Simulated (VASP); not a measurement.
# SrO (I4/mmm) in VASP: a series of runs

SrO is run at these levels: LDA; tasks: electric field gradients.

Program: VASP 6.6.1. These are calculated values, not measurements. Logs are shortened: lines on timing, memory, paths and dates and some standing lists are left out, and cuts for length are marked.

## Step 1: The cell of the first run

Symmetry: I4/mmm, No. 139, tetragonal system. Conventional cell: a = 3.634 Å, b = 3.634 Å, c = 5.294 Å, α = 90.00°, β = 90.00°, γ = 90.00°. Sr (site symmetry 4/mmm) has 6 O at 2.57 to 2.65 Å within 3.4 Å. Within 3.4 Å of O (site symmetry 4/mmm) lie 6 Sr at 2.57 to 2.65 Å.

## Step 2: Electric field gradients, LDA (zz strain of +3 %)

File INCAR:

```
SYSTEM = SrO
  PREC = Accurate
  ENCUT = 520
  EDIFF = 1E-8
  ISMEAR = -1
  SIGMA = 0.02
  LREAL = .False.
  LASPH = .True.
  NELM = 60
  ALGO = Normal
  ISIF = 2
  LWAVE = .False.
  LCHARG = .False.
  GGA = CA
  LEFG = .True.
  NBANDS = 15
```

File KPOINTS:

```
regular mesh
0
Gamma
  8 8 8
  0 0 0
```

File POSCAR:

```
SrO
1.0
    0.0000000000      2.5698000000      2.6468940000
    2.5698000000      0.0000000000      2.6468940000
    2.5698000000      2.5698000000      0.0000000000
Sr O
1 1
Direct
    0.0000000000      0.0000000000      0.0000000000
    0.5000000000      0.5000000000      0.5000000000
```

Potentials or basis: VASP PAW LDA potentials, release 64 (Sr_sv, O).

Run with:

```sh
$ cat potpaw_LDA.64/Sr_sv/POTCAR potpaw_LDA.64/O/POTCAR > POTCAR
$ mpirun -np 1 vasp_std > vasp.out
```

OUTCAR:

```text
SYSTEM = SrO
   PREC = Accurate
   ENCUT = 520
   EDIFF = 1E-8
   ISMEAR = -1
   LREAL = .False.
   LASPH = .True.
   NELM = 60
   ISIF = 2
   GGA = CA

 ion  position               nearest neighbor table
   1  0.000  0.000  0.000-   2 2.57   2 2.57   2 2.57   2 2.57   2 2.65   2 2.65
   2  0.500  0.500  0.500-   1 2.57   1 2.57   1 2.57   1 2.57   1 2.65   1 2.65

  LATTYP: Found a body centered tetragonal cell.
 ALAT       =     3.6342460126
 C/A-ratio  =     1.4566399692

  Lattice vectors:

 A1 = (  -2.5698000000,   0.0000000000,   2.6468940000)
 A2 = (   2.5698000000,   0.0000000000,   2.6468940000)
 A3 = (   0.0000000000,   2.5698000000,  -2.6468940000)

Analysis of symmetry for initial positions (statically):
=====================================================================
 Subroutine PRICEL returns:
 Original cell was already a primitive cell.

 Routine SETGRP: Setting up the symmetry group for a
 body centered tetragonal supercell.

 Subroutine GETGRP returns: Found 16 space group operations
 (whereof 16 operations were pure point group operations)
 out of a pool of 16 trial point group operations.

The static configuration has the point symmetry D_4h.

Analysis of symmetry for dynamics (positions and initial velocities):
=====================================================================
 Subroutine PRICEL returns:
 Original cell was already a primitive cell.

 Routine SETGRP: Setting up the symmetry group for a
 body centered tetragonal supercell.

 Subroutine GETGRP returns: Found 16 space group operations
 (whereof 16 operations were pure point group operations)
 out of a pool of 16 trial point group operations.

The dynamic configuration has the point symmetry D_4h.

 Subroutine INISYM returns: Found 16 space group operations
 (whereof 16 operations are pure point group operations),
 and found     1 'primitive' translations

----------------------------------------------------------------------------------------

                                     Primitive cell

  volume of cell :      34.9595

  direct lattice vectors                    reciprocal lattice vectors
     0.000000000  2.569800000  2.646894000    -0.194567671  0.194567671  0.188900651
     2.569800000  0.000000000  2.646894000     0.194567671 -0.194567671  0.188900651
     2.569800000  2.569800000  0.000000000     0.194567671  0.194567671 -0.188900651

  length of vectors
     3.689162491  3.689162491  3.634246013     0.333761311  0.333761311  0.333761311

  position of ions in fractional coordinates (direct lattice)
     0.000000000  0.000000000  0.000000000
     0.500000000  0.500000000  0.500000000

  ion indices of the primitive-cell ions
   primitive index   ion index
                 1           1
                 2           2

----------------------------------------------------------------------------------------

 KPOINTS: regular mesh

Automatic generation of k-mesh.
 Grid dimensions read from file:
 generate k-points for:    8    8    8

 Generating k-lattice:

  Cartesian coordinates                     Fractional coordinates (reciprocal lattice)
    -0.024320959  0.024320959  0.023612581     0.125000000  0.000000000  0.000000000
     0.024320959 -0.024320959  0.023612581     0.000000000  0.125000000  0.000000000
     0.024320959  0.024320959 -0.023612581    -0.000000000 -0.000000000  0.125000000

  Length of vectors
     0.041720164  0.041720164  0.041720164

  Shift w.r.t. Gamma in fractional coordinates (k-lattice)
     0.000000000  0.000000000  0.000000000

 Subroutine IBZKPT returns following result:
 ===========================================

 Found     59 irreducible k-points:

 Following reciprocal coordinates:
            Coordinates               Weight
  0.000000  0.000000  0.000000      1.000000
  0.125000  0.000000  0.000000      8.000000
  0.250000  0.000000  0.000000      8.000000
  0.375000  0.000000  0.000000      8.000000
  0.500000  0.000000  0.000000      4.000000
  0.125000  0.125000  0.000000      2.000000
[... 16 lines left out ...]
  0.250000  0.000000  0.125000     16.000000
  0.375000  0.000000  0.125000     16.000000
 [... further k-points ...]
   k-points           NKPTS =     59   k-points in BZ     NKDIM =     59   number of bands    NBANDS=     15
   number of dos      NEDOS =    301   number of ions     NIONS =      2
   total plane-waves  NPLWV =  21952
   dimension x,y,z NGX =    28 NGY =   28 NGZ =   28
   dimension x,y,z NGXF=    56 NGYF=   56 NGZF=   56
   ions per type =               1   1
   NGX,Y,Z   is equivalent  to a cutoff of  12.62, 12.62, 12.81 a.u.
   NGXF,Y,Z  is equivalent  to a cutoff of  25.24, 25.24, 25.62 a.u.
 SYSTEM =  SrO
   PREC   = accura    normal or accurate (medium, high low for compatibility)
   ISTART =      0    job   : 0-new  1-cont  2-samecut
   ICHARG =      2    charge: 1-file 2-atom 10-const
   ISPIN  =      1    spin polarized calculation?
   LNONCOLLINEAR =      F non collinear calculations
   LSORBIT =      F    spin-orbit coupling
   LASPH  =      T    aspherical Exc in radial PAW
   ENCUT  =  520.0 eV  38.22 Ry    6.18 a.u.   6.86  6.86  6.76*2*pi/ulx,y,z
   NELM   =     60;   NELMIN=  2; NELMDL= -5     # of ELM steps
   EDIFF  = 0.1E-07   stopping-criterion for ELM
   LREAL  =      F    real-space projection
   EDIFFG = 0.1E-06   stopping-criterion for IOM
   NSW    =      0    number of steps for IOM
   IBRION =     -1    ionic relax: 0-MD 1-quasi-New 2-CG
   NFREE  =      0    steps in history (QN), initial steepest desc. (CG)
   ISIF   =      2    stress and relaxation
   ISYM   =      2    0-nonsym 1-usesym 2-fastsym
   POTIM  = 0.5000    time-step for ionic-motion
   TEBEG  =    0.0;   TEEND  =   0.0 temperature during run
   PSTRESS=    0.0 pullay stress
   NELECT =      16.0000    total number of electrons
   NUPDOWN=      -1.0000    fix difference up-down
   EMIN   =  10.00;   EMAX   =-10.00  energy-range for DOS
   EFERMI =   0.00;   METHOD = LEGACY
   ISMEAR =    -1;   SIGMA  =   0.02  broadening in eV -4-tet -1-fermi 0-gaus
   EFERMI_NEDOS =   21; number of points for ismear=-14 and -15
   IALGO  =     38    algorithm
   IMIX   =      4    mixing-type and parameters
     AMIX     =   0.40;   BMIX     =  1.00
     AMIX_MAG =   1.60;   BMIX_MAG =  1.00
  volume/ion in A,a.u.               =      17.48       117.96
  Fermi-wavevector in a.u.,A,eV,Ry     =   1.261614  2.384104 21.655976  1.591669
  Thomas-Fermi vector in A             =   2.395064
   LORBIT       =      0    0 simple, 1 ext, 2 COOP (PROOUT), +10 PAW based schemes
   GGA     = CA    functional components
   LHFCALC =     F    Hartree Fock is set to
   AEXX    =    0.0000 exact exchange contribution
   IVDW    =     0    specifies the selected vdW correction
   LEPSILON=     F    determine dielectric tensor
   LRPA    =     F    only Hartree local field effects (RPA)
 non-spin polarized calculation
  energy-cutoff  :      520.00
  volume of cell :       34.96
 maximum number of plane-waves:       962
   NGX = 13   NGY = 13   NGZ = 13

 number of electron      16.0000000 magnetization

 Free energy of the ion-electron system (eV)
  ---------------------------------------------------
  ext. energy  EPLUGINS =         0.00000000
  ---------------------------------------------------
  free energy    TOTEN  =       -13.33884268 eV

  energy without entropy =      -13.33884268  energy(sigma->0) =      -13.33884268

 E-fermi :   1.6375     XC(G=0): -10.3943

 val. band max:        1.2413608136   @ k =   0.0000   0.0000   0.0000
 cond. band min:       4.2983362263   @ k =   0.5000   0.0000   0.5000
 fundamental gap:      3.0569754127
 Fermi energy:         1.6374864462

 k-point     1 :       0.0000    0.0000    0.0000
  band No.  band energies     occupation
      1     -30.9689      2.00000
      2     -13.5171      2.00000
      3     -12.7391      2.00000
      4     -12.7180      2.00000
      5     -12.7180      2.00000
      6       1.1465      2.00000
      7       1.2414      2.00000
      8       1.2414      2.00000
      9       4.7944      0.00000
     10       7.1080      0.00000
     11       7.3335      0.00000
     12       7.3335      0.00000
     13       9.2482      0.00000
     14       9.6106      0.00000
     15      13.5301      0.00000
[... 397 lines left out ...]
 k-point    24 :       0.3750    0.0000    0.1250
  band No.  band energies     occupation
      1     -30.8617      2.00000
      2     -14.7841      2.00000
      3     -12.8757      2.00000
      4     -12.8348      2.00000
      5     -11.7096      2.00000
      6      -0.4594      2.00000
      7       0.3534      2.00000
      8       0.5383      2.00000
      9       6.6241      0.00000
     10       7.8424      0.00000
     11       9.4753      0.00000
     12       9.6583      0.00000
     13      11.3796      0.00000
     14      12.0857      0.00000
     15      16.5059      0.00000

 [... further k-points ...]
[... 5 lines left out ...]
  --------------------------------------------------------------------------------------
  -------------------------------------------------------------------------------------
  Total       -1.0351823     -1.0351823     -1.6876533      0.0000000     -0.0000000      0.0000000
  in kB      -47.4419158    -47.4419158    -77.3443551      0.0000000     -0.0000000      0.0000000
  external PRESSURE =     -57.4093955 kB  Pullay stress =       0.0000000 kB

 VOLUME and BASIS-vectors are now :
 -----------------------------------------------------------------------------
  energy-cutoff  :      520.00
  volume of cell :       34.96
      direct lattice vectors                 reciprocal lattice vectors
     0.000000000  2.569800000  2.646894000    -0.194567671  0.194567671  0.188900651
     2.569800000  0.000000000  2.646894000     0.194567671 -0.194567671  0.188900651
     2.569800000  2.569800000  0.000000000     0.194567671  0.194567671 -0.188900651

 POSITION                                       TOTAL-FORCE (eV/Angst)
 -----------------------------------------------------------------------------------
      0.00000      0.00000      0.00000         0.000000      0.000000      0.000000
      2.56980      2.56980      2.64689        -0.000000     -0.000000      0.000000
 -----------------------------------------------------------------------------------
    total drift:                                0.000000      0.000000      0.000000

  FREE ENERGIE OF THE ION-ELECTRON SYSTEM (eV)
  ---------------------------------------------------
  free  energy   TOTEN  =       -13.3388426768 eV

  energy  without entropy=      -13.3388426768  energy(sigma->0) =      -13.33884268

 Electric field gradients (V/A^2)
---------------------------------------------------------------------
 ion       V_xx      V_yy      V_zz      V_xy      V_xz      V_yz
---------------------------------------------------------------------
   1     -14.439   -14.439    28.879     0.000    -0.000    -0.000
   2      -4.939    -4.939     9.877     0.000     0.000     0.000
---------------------------------------------------------------------

 Electric field gradients after diagonalization (V/A^2)
 (convention: |V_zz| > |V_xx| > |V_yy|)
----------------------------------------------------------------------
 ion       V_xx      V_yy      V_zz     asymmetry (V_yy - V_xx)/ V_zz
----------------------------------------------------------------------
   1     -14.439   -14.439    28.879       0.000
   2      -4.939    -4.939     9.877       0.000
----------------------------------------------------------------------

           NMR quadrupolar parameters

 Cq : quadrupolar parameter    Cq=e*Q*V_zz/h
 eta: asymmetry parameters     (V_yy - V_xx)/ V_zz
 Q  : nuclear electric quadrupole moment in mb (millibarn)
----------------------------------------------------------------------
 ion       Cq(MHz)       eta       Q (mb)
----------------------------------------------------------------------
   1       0.070       0.000       1.000
   2       0.024       0.000       1.000
----------------------------------------------------------------------
```

Run time: 67 s. Hardware: 1 thread of Intel Xeon 8259CL, shared host; peak memory 0.16 GiB.

Results:

* Free energy: -13.3388 eV
* Pressure: -5.7 GPa
* Band gap on the k mesh: 3.06 eV (least direct gap 3.15 eV)
* Largest electric field gradient by atom: Sr +28.9; O +9.9 V/Å²

Stress tensor (GPa, compression positive):
```
-4.74  0.00  0.00
 0.00 -4.74  0.00
 0.00  0.00 -7.73
```

Electric field gradients, principal values (V/Å²):
| atom | least | middle | greatest (by size) |
| --- | --- | --- | --- |
| 1 Sr | -14.439 | -14.439 | 28.879 |
| 2 O | -4.939 | -4.939 | 9.877 |

Caveat: the cell differs from its parent crystal (zz strain of +3 %); the cell stands under tension; without QUAD_EFG the Cq values of the log hold for a quadrupole moment of 1 mb, not for the nuclei. A k mesh can miss the band edges.

## Step 3: Electric field gradients, LDA (equal xx and yy strain of +2 %)

File INCAR:

```
SYSTEM = SrO
ALGO = Normal
EDIFF = 1E-8
ENCUT = 520
GGA = CA
ISIF = 2
ISMEAR = -1
LASPH = .True.
LCHARG = .False.
LEFG = .True.
LREAL = .False.
LWAVE = .False.
NBANDS = 15
NELM = 80
PREC = Accurate
SIGMA = 0.02
```

File KPOINTS:

```
k-points
0
Gamma
  8 8 8
  0 0 0
```

File POSCAR:

```
SrO
1.0
    0.0000000000      2.6211960000      2.5698000000
    2.6211960000      0.0000000000      2.5698000000
    2.6211960000      2.6211960000      0.0000000000
Sr O
1 1
Direct
    0.0000000000      0.0000000000      0.0000000000
    0.5000000000      0.5000000000      0.5000000000
```

Potentials or basis: VASP PAW LDA potentials, release 64 (Sr_sv, O).

Run with:

```sh
$ cat potpaw_LDA.64/Sr_sv/POTCAR potpaw_LDA.64/O/POTCAR > POTCAR
$ mpirun -np 1 vasp_std > vasp.out
```

OUTCAR:

```text
SYSTEM = SrO
   EDIFF = 1E-8
   ENCUT = 520
   GGA = CA
   ISIF = 2
   ISMEAR = -1
   LASPH = .True.
   LREAL = .False.
   NELM = 80
   PREC = Accurate

 ion  position               nearest neighbor table
   1  0.000  0.000  0.000-   2 2.57   2 2.57   2 2.62   2 2.62   2 2.62   2 2.62
   2  0.500  0.500  0.500-   1 2.57   1 2.57   1 2.62   1 2.62   1 2.62   1 2.62

  LATTYP: Found a body centered tetragonal cell.
 ALAT       =     3.7069309328
 C/A-ratio  =     1.3864838847

  Lattice vectors:

 A1 = (   0.0000000000,  -2.6211960000,  -2.5698000000)
 A2 = (   0.0000000000,   2.6211960000,  -2.5698000000)
 A3 = (   2.6211960000,   0.0000000000,   2.5698000000)

Analysis of symmetry for initial positions (statically):
=====================================================================
 Subroutine PRICEL returns:
 Original cell was already a primitive cell.

 Routine SETGRP: Setting up the symmetry group for a
[... 620 lines left out ...]
  energy-cutoff  :      520.00
  volume of cell :       35.31
      direct lattice vectors                 reciprocal lattice vectors
     0.000000000  2.621196000  2.569800000    -0.190752618  0.190752618  0.194567671
     2.621196000  0.000000000  2.569800000     0.190752618 -0.190752618  0.194567671
     2.621196000  2.621196000  0.000000000     0.190752618  0.190752618 -0.194567671

 POSITION                                       TOTAL-FORCE (eV/Angst)
 -----------------------------------------------------------------------------------
      0.00000      0.00000      0.00000         0.000000     -0.000000      0.000000
      2.62120      2.62120      2.56980        -0.000000      0.000000      0.000000
 -----------------------------------------------------------------------------------
    total drift:                                0.000000      0.000000      0.000000

  FREE ENERGIE OF THE ION-ELECTRON SYSTEM (eV)
  ---------------------------------------------------
  free  energy   TOTEN  =       -13.3287840990 eV

  energy  without entropy=      -13.3287840990  energy(sigma->0) =      -13.32878410

 Electric field gradients (V/A^2)
---------------------------------------------------------------------
 ion       V_xx      V_yy      V_zz      V_xy      V_xz      V_yz
---------------------------------------------------------------------
   1       9.930     9.930   -19.860    -0.000     0.000     0.000
   2       3.388     3.388    -6.775     0.000     0.001     0.001
---------------------------------------------------------------------

 Electric field gradients after diagonalization (V/A^2)
 (convention: |V_zz| > |V_xx| > |V_yy|)
----------------------------------------------------------------------
 ion       V_xx      V_yy      V_zz     asymmetry (V_yy - V_xx)/ V_zz
----------------------------------------------------------------------
   1       9.930     9.930   -19.860       0.000
   2       3.388     3.387    -6.775       0.000
----------------------------------------------------------------------

           NMR quadrupolar parameters

 Cq : quadrupolar parameter    Cq=e*Q*V_zz/h
 eta: asymmetry parameters     (V_yy - V_xx)/ V_zz
 Q  : nuclear electric quadrupole moment in mb (millibarn)
----------------------------------------------------------------------
 ion       Cq(MHz)       eta       Q (mb)
----------------------------------------------------------------------
   1      -0.048       0.000       1.000
   2      -0.016       0.000       1.000
----------------------------------------------------------------------
```

stdout:

```text
POSCAR found type information on POSCAR SrO
 POSCAR found :  2 types and       2 ions
 scaLAPACK will be used
 LDA part: xc-table for (Slater(with rela. corr.)+CA(PZ))
 , standard interpolation
 POSCAR, INCAR and KPOINTS ok, starting setup
 FFT: planning ... GRIDC
 FFT: planning ... GRID_SOFT
 FFT: planning ... GRID
 WAVECAR not read
 entering main loop
ion   1

ion   2
```

Wall time 66 s (1 thread of Intel Xeon 8259CL, shared host); peak memory 0.16 GiB.

Results:

```yaml
Free_energy: -13.3288 eV
Pressure: -6.6 GPa
Band_gap_on_the_k_mesh: 3.03 eV (least direct gap 3.21 eV)
Largest_electric_field_gradient_by_atom: Sr -19.9; O -6.8 V/Å²
```

Stress tensor (GPa, compression positive):
```
-7.28  0.00  0.00
 0.00 -7.28  0.00
 0.00  0.00 -5.21
```

Electric field gradients, principal values (V/Å²):
```tsv
atom	least	middle	greatest (by size)
1 Sr	9.930	9.930	-19.860
2 O	3.387	3.388	-6.775
```

Caveat: the cell differs from its parent crystal (equal xx and yy strain of +2 %); the cell stands under tension; without QUAD_EFG the Cq values of the log hold for a quadrupole moment of 1 mb, not for the nuclei.

(Part 1 of 2 ends here.)
